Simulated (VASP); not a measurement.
Cu: single point with r2SCAN

Cu:

```
Cu
1.0
     0.00000    1.78833    1.78833
     1.78833    0.00000    1.78833
     1.78833    1.78833    0.00000
Cu
1
Direct
  0.00000 0.00000 0.00000
```

| Property | Result |
| --- | --- |
| Program | VASP 6.6.1 |
| Task | single point |
| Functional | r2SCAN |
| Potentials or basis | VASP PAW PBE potentials, release 64 (Cu) |
| Cutoff | 520 eV |
| k mesh | 20 × 20 × 20 |
| Occupations | gaussian, width 0.1 eV |
| Spin | no spin polarisation |

* Pressure: 0.5 GPa
* Band gap on the k mesh: zero (an odd number of electrons rules out a gap without spin polarisation)

Levels at points of the mesh, in eV from the Fermi level:
```tsv
k point	band 3	band 4	band 5	band 6	band 7	band 8	band 9	band 10
(0.00, 0.00, 0.00)	-3.21	-3.21	-2.35	-2.35	23.68	26.97	26.97	26.97
(0.50, 0.00, 0.00)	-3.26	-1.73	-1.73	-1.11	4.17	22.17	23.69	23.69
(0.50, 0.50, 0.00)	-1.76	-1.57	-1.57	1.60	7.69	14.05	14.05	18.49
```

It took 2.3 min on 1 thread of Intel Xeon 8259CL, on a shared host, peak memory 0.15 GiB.

Caveat: the PAW data sets were made with another functional, which shifts forces and pressure a little.
